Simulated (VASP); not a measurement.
**AlNi: single point with r2SCAN**

The system is AlNi.

```xyz
2
Lattice="1.9387 -1.9532 0.0000 1.9387 1.9532 0.0000 0.0000 0.0000 3.0994" Properties=species:S:1:pos:R:3 pbc="T T T"
Al    0.0000    0.0000    0.0000
Ni    1.9387    0.0000    1.5497
```

```json
{
 "Program": "VASP 6.6.1",
 "Task": "single point",
 "Functional": "r2SCAN",
 "Potentials or basis": "VASP PAW PBE potentials, release 64 (Al, Ni_sv_GW)",
 "Cutoff": "760 eV",
 "k mesh": "8 × 8 × 7",
 "Occupations": "gaussian, width 0.05 eV",
 "Spin": "no spin polarisation"
}
```

```json
{
  "Pressure": "0.0 GPa",
  "Band gap on the k mesh": "zero (an odd number of electrons rules out a gap without spin polarisation)"
}
```

Stress tensor (GPa, compression positive):
```
 2.04  0.00  0.00
 0.00  0.68  0.00
 0.00  0.00 -2.75
```

Levels at points of the mesh, in eV from the Fermi level:
```csv
k point,band 8,band 9,band 10,band 11,band 12,band 13
"(0.00, 0.00, 0.00)",-1.75,-1.73,-1.51,3.08,7.38,7.46
"(0.50, 0.00, 0.00)",-2.89,-2.25,-1.61,-0.38,8.11,8.22
"(0.50, 0.50, 0.00)",-2.58,-2.57,-2.55,-0.88,2.30,3.51
```

Wall time 4.8 min on 1 thread of Intel(R) Xeon(R) Platinum 8259CL CPU @ 2.50GHz (Skylake/Cascade Lake) (shared host), peak memory 0.23 GiB.

Caveat: the PAW data sets were made with another functional, which shifts forces and pressure a little. Spin polarisation is off, so any magnetic state and its effect on volume and gap are missing.
